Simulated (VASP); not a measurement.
# Si (I4/mmm) in VASP: single point with r2SCAN

Aim: the single point of Si with r2SCAN.

All numbers are computed with VASP 6.6.1; they aren't measurements. Logs are shortened: lines on timing, memory, paths and dates and some standing lists are left out, and cuts for length are marked.

## (1) The cell of the first run

The structure is tetragonal, space group I4/mmm (No. 139). The conventional cell has a = 6.651 Å, b = 6.651 Å, c = 3.845 Å, α = 90.00°, β = 90.00°, γ = 90.00°. Si (site symmetry m2m) has 4 Si at 2.34 to 2.38 Å within 3.1 Å.

## (2) Single point, r2SCAN

File POSCAR:

```
Si
1.0
   -3.3254445000      3.3254445000      1.9223855000
    3.3254445000     -3.3254445000      1.9223855000
    3.3254445000      3.3254445000     -1.9223855000
Si
4
Direct
    0.1788010000      0.1788010000      0.3576020000
    0.8211990000      0.1788010000      0.0000000000
    0.8211990000      0.8211990000      0.6423980000
    0.1788010000      0.8211990000      0.0000000000
```

File INCAR.step1:

```
  ALGO = Normal
  EDIFF = 1E-5
  ENCUT = 550
  GGA = PE
  GGA_COMPAT = F
  ISMEAR = 1
  LASPH = T
  LCHARG = F
  LREAL = F
  LWAVE = T
  NBANDS = 16
  NELM = 120
  PREC = Accurate
  SIGMA = 0.067
```

File INCAR.step2:

```
  ALGO = Normal
  EDIFF = 1E-6
  ENCUT = 550
  GGA_COMPAT = F
  ISIF = 2
  ISMEAR = 1
  ISTART = 1
  LASPH = T
  LCHARG = T
  LELF = T
  LMIXTAU = T
  LREAL = F
  LVHAR = T
  LWAVE = F
  METAGGA = R2SCAN
  NBANDS = 16
  NELM = 120
  PREC = Accurate
  SIGMA = 0.067
```

File KPOINTS:

```
k-points
0
Gamma
  8 8 8
```

Potentials or basis: VASP PAW PBE potentials, release 64 (Si).

Command:

```sh
$ cat potpaw_PBE.64/Si/POTCAR > POTCAR
$ cp INCAR.step1 INCAR
$ mpirun -np 1 vasp_std > vasp.out
$ cp INCAR.step2 INCAR
$ mpirun -np 1 vasp_std > vasp.out
```

OUTCAR:

```text
EDIFF = 1E-6
   ENCUT = 550
   ISIF = 2
   ISMEAR = 1
   ISTART = 1
   LASPH = T
   LREAL = F
   METAGGA = R2SCAN
   NELM = 120
   PREC = Accurate

 ion  position               nearest neighbor table
   1  0.179  0.179  0.358-   3 2.34   3 2.34   2 2.38   4 2.38
   2  0.821  0.179  0.000-   4 2.34   4 2.34   3 2.38   1 2.38
   3  0.821  0.821  0.642-   1 2.34   1 2.34   4 2.38   2 2.38
   4  0.179  0.821  0.000-   2 2.34   2 2.34   3 2.38   1 2.38

  LATTYP: Found a body centered tetragonal cell.
 ALAT       =     6.6508890000
 C/A-ratio  =     0.5780837720

  Lattice vectors:

 A1 = (  -3.3254445000,   3.3254445000,   1.9223855000)
 A2 = (   3.3254445000,  -3.3254445000,   1.9223855000)
 A3 = (   3.3254445000,   3.3254445000,  -1.9223855000)

Analysis of symmetry for initial positions (statically):
=====================================================================
 Subroutine PRICEL returns:
 Original cell was already a primitive cell.

 Routine SETGRP: Setting up the symmetry group for a
 body centered tetragonal supercell.

 Subroutine GETGRP returns: Found 16 space group operations
 (whereof 16 operations were pure point group operations)
 out of a pool of 16 trial point group operations.

The static configuration has the point symmetry D_4h.

Analysis of symmetry for dynamics (positions and initial velocities):
=====================================================================
 Subroutine PRICEL returns:
 Original cell was already a primitive cell.

 Routine SETGRP: Setting up the symmetry group for a
 body centered tetragonal supercell.

 Subroutine GETGRP returns: Found 16 space group operations
 (whereof 16 operations were pure point group operations)
 out of a pool of 16 trial point group operations.

The dynamic configuration has the point symmetry D_4h.

 Subroutine INISYM returns: Found 16 space group operations
 (whereof 16 operations are pure point group operations),
 and found     1 'primitive' translations

----------------------------------------------------------------------------------------

                                     Primitive cell

  volume of cell :      85.0354

  direct lattice vectors                    reciprocal lattice vectors
    -3.325444500  3.325444500  1.922385500     0.000000000  0.150355840  0.260093514
     3.325444500 -3.325444500  1.922385500     0.150355840  0.000000000  0.260093514
     3.325444500  3.325444500 -1.922385500     0.150355840  0.150355840  0.000000000

  length of vectors
     5.080622822  5.080622822  5.080622822     0.300425556  0.300425556  0.212635268

  position of ions in fractional coordinates (direct lattice)
     0.178801000  0.178801000  0.357602000
     0.821199000  0.178801000  0.000000000
     0.821199000  0.821199000  0.642398000
     0.178801000  0.821199000  0.000000000

  ion indices of the primitive-cell ions
   primitive index   ion index
                 1           1
                 2           2
                 3           3
                 4           4

----------------------------------------------------------------------------------------

 KPOINTS: k-points

Automatic generation of k-mesh.
 Grid dimensions read from file:
 generate k-points for:    8    8    8

 Generating k-lattice:

  Cartesian coordinates                     Fractional coordinates (reciprocal lattice)
     0.000000000  0.018794480  0.032511689     0.125000000 -0.000000000  0.000000000
     0.018794480  0.000000000  0.032511689    -0.000000000  0.125000000  0.000000000
     0.018794480  0.018794480  0.000000000     0.000000000  0.000000000  0.125000000

  Length of vectors
     0.037553194  0.037553194  0.026579408

  Shift w.r.t. Gamma in fractional coordinates (k-lattice)
     0.000000000  0.000000000  0.000000000

 Subroutine IBZKPT returns following result:
 ===========================================

 Found     59 irreducible k-points:

 Following reciprocal coordinates:
            Coordinates               Weight
  0.000000  0.000000  0.000000      1.000000
  0.125000  0.000000 -0.000000      8.000000
  0.250000  0.000000 -0.000000      8.000000
  0.375000  0.000000  0.000000      8.000000
  0.500000  0.000000 -0.000000      4.000000
  0.125000  0.125000 -0.000000      8.000000
[... 16 lines left out ...]
  0.250000  0.125000  0.125000     16.000000
  0.375000  0.125000  0.125000      8.000000
 [... further k-points ...]
   k-points           NKPTS =     59   k-points in BZ     NKDIM =     59   number of bands    NBANDS=     16
   number of dos      NEDOS =    301   number of ions     NIONS =      4
   total plane-waves  NPLWV =  64000
   dimension x,y,z NGX =    40 NGY =   40 NGZ =   40
   dimension x,y,z NGXF=    80 NGYF=   80 NGZF=   80
   ions per type =               4
   NGX,Y,Z   is equivalent  to a cutoff of  13.09, 13.09, 13.09 a.u.
   NGXF,Y,Z  is equivalent  to a cutoff of  26.18, 26.18, 26.18 a.u.
 SYSTEM =  unknown system
   PREC   = accura    normal or accurate (medium, high low for compatibility)
   ISTART =      1    job   : 0-new  1-cont  2-samecut
   ICHARG =      0    charge: 1-file 2-atom 10-const
   ISPIN  =      1    spin polarized calculation?
   LNONCOLLINEAR =      F non collinear calculations
   LSORBIT =      F    spin-orbit coupling
   LASPH  =      T    aspherical Exc in radial PAW
   ENCUT  =  550.0 eV  40.42 Ry    6.36 a.u.   9.72  9.72  9.72*2*pi/ulx,y,z
   NELM   =    120;   NELMIN=  2; NELMDL=  0     # of ELM steps
   EDIFF  = 0.1E-05   stopping-criterion for ELM
   LREAL  =      F    real-space projection
   EDIFFG = 0.1E-04   stopping-criterion for IOM
   NSW    =      0    number of steps for IOM
   IBRION =     -1    ionic relax: 0-MD 1-quasi-New 2-CG
   NFREE  =      0    steps in history (QN), initial steepest desc. (CG)
   ISIF   =      2    stress and relaxation
   ISYM   =      2    0-nonsym 1-usesym 2-fastsym
   POTIM  = 0.5000    time-step for ionic-motion
   TEBEG  =    0.0;   TEEND  =   0.0 temperature during run
   PSTRESS=    0.0 pullay stress
   NELECT =      16.0000    total number of electrons
   NUPDOWN=      -1.0000    fix difference up-down
   EMIN   =  10.00;   EMAX   =-10.00  energy-range for DOS
   EFERMI =   0.00;   METHOD = LEGACY
   ISMEAR =     1;   SIGMA  =   0.07  broadening in eV -4-tet -1-fermi 0-gaus
   EFERMI_NEDOS =   21; number of points for ismear=-14 and -15
   IALGO  =     38    algorithm
   IMIX   =      4    mixing-type and parameters
     AMIX     =   0.40;   BMIX     =  1.00
     AMIX_MAG =   1.60;   BMIX_MAG =  1.00
  volume/ion in A,a.u.               =      21.26       143.46
  Fermi-wavevector in a.u.,A,eV,Ry     =   0.938098  1.772748 11.973505  0.880028
  Thomas-Fermi vector in A             =   2.065276
   LORBIT       =      0    0 simple, 1 ext, 2 COOP (PROOUT), +10 PAW based schemes
   METAGGA = R2SCAN    functional components
   LHFCALC =     F    Hartree Fock is set to
   AEXX    =    0.0000 exact exchange contribution
   IVDW    =     0    specifies the selected vdW correction
   LEPSILON=     F    determine dielectric tensor
   LRPA    =     F    only Hartree local field effects (RPA)
 non-spin polarized calculation
 Methfessel and Paxton  Order N= 1 SIGMA  =   0.07
  energy-cutoff  :      550.00
  volume of cell :       85.04
 maximum number of plane-waves:      2519
   NGX = 19   NGY = 19   NGZ = 19

 number of electron      16.0000000 magnetization

 Free energy of the ion-electron system (eV)
  ---------------------------------------------------
  ext. energy  EPLUGINS =         0.00000000
  ---------------------------------------------------
  free energy    TOTEN  =       -34.62875371 eV

  energy without entropy =      -34.62876914  energy(sigma->0) =      -34.62875885

 E-fermi :   5.4295     XC(G=0):  -9.5336

 val. band max:        5.3731450358   @ k =   0.5000   0.5000   0.5000
 cond. band min:       5.8290705083   @ k =  -0.1250  -0.1250   0.1250
 fundamental gap:      0.4559254726
 Fermi energy:         5.4294852522

 k-point     1 :       0.0000    0.0000    0.0000
  band No.  band energies     occupation
      1      -7.2611      2.00000
      2      -2.7963      2.00000
      3      -0.4344      2.00000
      4      -0.4344      2.00000
      5       1.4275      2.00000
      6       3.7819      2.00000
[... 8 lines left out ...]
     15      11.1474      0.00000
     16      12.8852      0.00000

 k-point     2 :       0.1250    0.0000   -0.0000
  band No.  band energies     occupation
      1      -7.0797      2.00000
      2      -2.8325      2.00000
      3      -0.6665      2.00000
      4      -0.1827      2.00000
      5       1.5659      2.00000
      6       2.8846      2.00000
[... 8 lines left out ...]
     15      10.5868      0.00000
     16      13.7540      0.00000

 k-point     3 :       0.2500    0.0000   -0.0000
  band No.  band energies     occupation
      1      -6.5515      2.00000
      2      -2.8138      2.00000
      3      -1.3560      2.00000
      4       0.0047      2.00000
      5       1.5384      2.00000
      6       1.7952      2.00000
[... 8 lines left out ...]
     15      11.7194      0.00000
     16      11.8129      0.00000

 k-point     4 :       0.3750    0.0000    0.0000
  band No.  band energies     occupation
      1      -5.7597      2.00000
      2      -2.6229      2.00000
      3      -2.4680      2.00000
      4      -0.5971      2.00000
      5       0.9402      2.00000
      6       1.7700      2.00000
[... 8 lines left out ...]
     15      12.0831      0.00000
     16      13.1670      0.00000
[... 324 lines left out ...]
 k-point    22 :       0.1250    0.1250    0.1250
  band No.  band energies     occupation
      1      -6.3861      2.00000
      2      -3.4223      2.00000
      3      -0.6529      2.00000
      4      -0.6405      2.00000
      5       1.7917      2.00000
      6       2.0855      2.00000
[... 8 lines left out ...]
     15      11.6049      0.00000
     16      12.4597      0.00000

 k-point    23 :       0.2500    0.1250    0.1250
  band No.  band energies     occupation
      1      -5.6334      2.00000
      2      -3.2634      2.00000
      3      -1.9099      2.00000
      4      -1.0969      2.00000
      5       1.3692      2.00000
      6       2.2828      2.00000
[... 8 lines left out ...]
     15      12.7774      0.00000
     16      13.7175      0.00000

 k-point    24 :       0.3750    0.1250    0.1250
  band No.  band energies     occupation
      1      -5.1292      2.00000
      2      -3.0868      2.00000
      3      -2.6826      2.00000
      4      -1.4445      2.00000
      5       1.2671      2.00000
      6       2.4256      2.00000
[... 8 lines left out ...]
     15      13.1825      0.00000
     16      14.3299      0.00000

 [... further k-points ...]

------------------------ aborting loop because EDIFF is reached ----------------------------------------

  FORCE on cell =-STRESS in cart. coord.  units (eV):
  Direction    XX          YY          ZZ          XY          YZ          ZX
  --------------------------------------------------------------------------------------
  -------------------------------------------------------------------------------------
  Total       -0.0515132     -0.0515132     -0.1009980      0.0000000      0.0000000      0.0000000
  in kB       -0.9705752     -0.9705752     -1.9029337      0.0000000      0.0000000      0.0000000
  external PRESSURE =      -1.2813614 kB  Pullay stress =       0.0000000 kB

 VOLUME and BASIS-vectors are now :
 -----------------------------------------------------------------------------
  energy-cutoff  :      550.00
  volume of cell :       85.04
      direct lattice vectors                 reciprocal lattice vectors
    -3.325444500  3.325444500  1.922385500     0.000000000  0.150355840  0.260093514
     3.325444500 -3.325444500  1.922385500     0.150355840  0.000000000  0.260093514
     3.325444500  3.325444500 -1.922385500     0.150355840  0.150355840  0.000000000

 POSITION                                       TOTAL-FORCE (eV/Angst)
 -----------------------------------------------------------------------------------
      1.18919      1.18919      0.00000         0.000617      0.000617      0.000000
     -2.13626      2.13626      1.92239         0.000617     -0.000617     -0.000000
      2.13626      2.13626      1.92239        -0.000617     -0.000617     -0.000000
      2.13626     -2.13626      1.92239        -0.000617      0.000617     -0.000000
 -----------------------------------------------------------------------------------
    total drift:                                0.000000     -0.000000      0.000000

  FREE ENERGIE OF THE ION-ELECTRON SYSTEM (eV)
  ---------------------------------------------------
  free  energy   TOTEN  =       -34.6287537061 eV

  energy  without entropy=      -34.6287691411  energy(sigma->0) =      -34.62875885
```

Wall time 3.4 min (1 thread of Intel Xeon Platinum 8559C (Emerald Rapids), shared host); peak memory 0.27 GiB.

What came out:

```
Free energy            : -34.6288 eV
Pressure               : -0.1 GPa
Band gap on the k mesh : 0.46 eV (least direct gap 0.59 eV)
```

Caveat: the PAW data sets were made with another functional, which shifts forces and pressure a little.
